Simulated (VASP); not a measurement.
Crystal: Tc.

```
Tc
1.0
     2.74000    0.00000    0.00000
    -1.37000    2.37291    0.00000
     0.00000    0.00000    4.39800
Tc
2
Direct
  0.66667 0.33333 0.75000
  0.33333 0.66667 0.25000
```

Base run:

| Item | Value |
| --- | --- |
| Program | VASP 6.6.1 |
| Functional | PBE |
| Potentials or basis | VASP PAW PBE potentials, release 64 (Tc_pv) |
| Cutoff | 520 eV |
| k mesh | 18 × 18 × 10 |
| Occupations | methfessel-paxton, width 0.1 eV |
| Spin | no spin polarisation |

Its results: band gap on the k mesh zero (bands 13 and 14 overlap by 3.40 eV); pressure 2.2 GPa.

**Question.** The run is repeated on the same cell with these changes: k mesh from 18 × 18 × 10 to 13 × 13 × 7; further incar settings from ALGO = Normal; EDIFF = 1e-07; NBANDS = 20 to ALGO = Fast; EDIFF = 1e-07; NBANDS = 20. What comes out?

**Answer.** Band gap on the k mesh zero (bands 13 and 14 overlap by 3.35 eV); pressure 2.6 GPa.
